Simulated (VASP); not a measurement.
Set up this calculation in VASP 6.6.1, as the native input.

* Task: relaxation of cell and atoms
* Functional: PBE
* Potentials or basis: VASP PAW PBE potentials, release 64 (Te)
* Cutoff: 500 eV
* k mesh: 6 × 6 × 6
* Occupations: gaussian, width 0.1 eV
* Spin: no spin polarisation
* Dipole correction: no
* Further INCAR settings: ALGO = Normal; EDIFF = 1e-07; IBRION = 2; EDIFFG = -0.04; NSW = 90; ISIF = 3

The structure of Te lies in POSCAR:

```
Te
1.0
    2.1464478046     -2.3059636879      0.0000000000
    2.1464478046      2.3059636879      0.0000000000
    0.0000000000      0.0000000000      3.2811483190
Te
1
Direct
    0.5000000000      0.5000000000      0.5000000000
```

The input as run:

INCAR

```
ALGO     = Normal         # electronic algorithm
EDIFF    = 1E-7           # SCF threshold, eV
EDIFFG   = -0.04          # ionic threshold
ENCUT    = 500            # plane-wave cutoff, eV
GGA      = PE             # functional
GGA_COMPAT= False        
IBRION   = 2              # ionic algorithm
ISIF     = 3              # what is computed and relaxed
ISMEAR   = 0              # smearing method
LASPH    = True           # aspherical terms in the spheres
LCHARG   = False          # write CHGCAR
LREAL    = False          # projectors in reciprocal space
LWAVE    = False          # write WAVECAR
NELM     = 120            # most SCF steps
NELMIN   = 4            
NSW      = 90             # ionic steps
PREC     = Accurate       # precision mode
SIGMA    = 0.1            # smearing width, eV
```

KPOINTS

```
k-points
0
Gamma
  6 6 6
```

Potentials or basis: VASP PAW PBE potentials, release 64 (Te).

Run with:

```console
$ cat potpaw_PBE.64/Te/POTCAR > POTCAR
$ mpirun -np 1 vasp_std > vasp.out
```

It gave:

```json
{
 "Relaxed volume": "32.45 Å³/atom",
 "Relaxed cell": "a = 3.156 Å, b = 3.156 Å, c = 3.273 Å, α = 90.00°, β = 90.00°, γ = 95.64°",
 "Space group after relaxing (to 0.1 Å)": "Cmmm (No. 65)",
 "Energy gained by relaxing": "2.0 meV/atom",
 "Ionic steps": "6",
 "Pressure after relaxing": "0.1 GPa",
 "Band gap on the k mesh": "zero (bands 3 and 4 overlap by 5.09 eV)"
}
```

Caveat: spin-orbit coupling is left out, which moves the levels of the heavy elements.

It took 35 s on 1 thread of Intel Xeon 8259CL, on a shared host, peak memory 0.14 GiB.
